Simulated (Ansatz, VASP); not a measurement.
## SiNi: VASP beside Ansatz

The input INCAR:

```
SYSTEM = SiNi
ALGO = Normal
EDIFF = 1E-6
ENCUT = 520
GGA = PE
ISIF = 2
ISMEAR = 0
LASPH = .True.
LCHARG = .False.
LREAL = .False.
LWAVE = .False.
NBANDS = 22
NELM = 80
PREC = Accurate
SIGMA = 0.1
```

KPOINTS

```
k-points
0
Gamma
  14 12 8
  0 0 0
```

Contents of POSCAR:

```
SiNi
1.0
    3.0266200000      0.0000000000      0.0000000000
    0.0000000000      3.2735000000      0.0000000000
    0.0000000000      0.0000000000      4.6977600000
Si Ni
2 2
Direct
    0.5000000000      0.5000000000      0.8423000000
    0.0000000000      0.0000000000      0.1577000000
    0.5000000000      0.5000000000      0.3442200000
    0.0000000000      0.0000000000      0.6557800000
```

Input for Ansatz:

```yaml
crystal:
  lattice:
    - [3.02662, 0.0, 0.0]
    - [0.0, 3.2735, 0.0]
    - [0.0, 0.0, 4.69776]
  atoms:
    - { symbol: Si, position: [0.5, 0.5, 0.8423] }
    - { symbol: Si, position: [0.0, 0.0, 0.1577] }
    - { symbol: Ni, position: [0.5, 0.5, 0.34422] }
    - { symbol: Ni, position: [0.0, 0.0, 0.65578] }
basis:
  ecutwfc: 420
kpoints:
  mp_grid: { grid: [14, 12, 8] }
hamiltonian:
  xc: pbe
scf:
  occupations: { method: gaussian, width: 0.1 }
output:
  forces: true
  stress: true
  eigenvalues: true
```

Alike in both runs: task single point; functional PBE; k mesh 14 × 12 × 8; occupations gaussian, width 0.1 eV; no spin polarisation.

|  | VASP | Ansatz |
| --- | --- | --- |
| version | VASP 6.6.1 | Ansatz 0.2.0 |
| potentials or method | VASP PAW PBE potentials, release 64 (Si, Ni), cutoff 520 eV | scalar-relativistic, plane waves, PAW |
| valence electrons in the cell | 28 | 44 |

|  | VASP | Ansatz | Ansatz less VASP |
| --- | --- | --- | --- |
| gap on the k mesh at the Fermi level (eV) | none | none | - |
| pressure (GPa) | 1.2 | 1.1 | -0.12 |
| traceless stress, the component that is largest in VASP (GPa) | 0.61 | 0.40 | -0.213 |
| rms of the force components (eV/Å) | 0.063 | 0.064 | +0.0012 |

Atom by atom the forces differ by 0.003 eV/Å (rms over components). A gap of «none» marks a metal or a gap that the smearing closes. The functional is the same, so the differences come from potentials, cutoffs and numerics. VASP's potentials hold 28 valence electrons a cell and Ansatz's 44, so a difference there can come from the potentials and not from the codes.
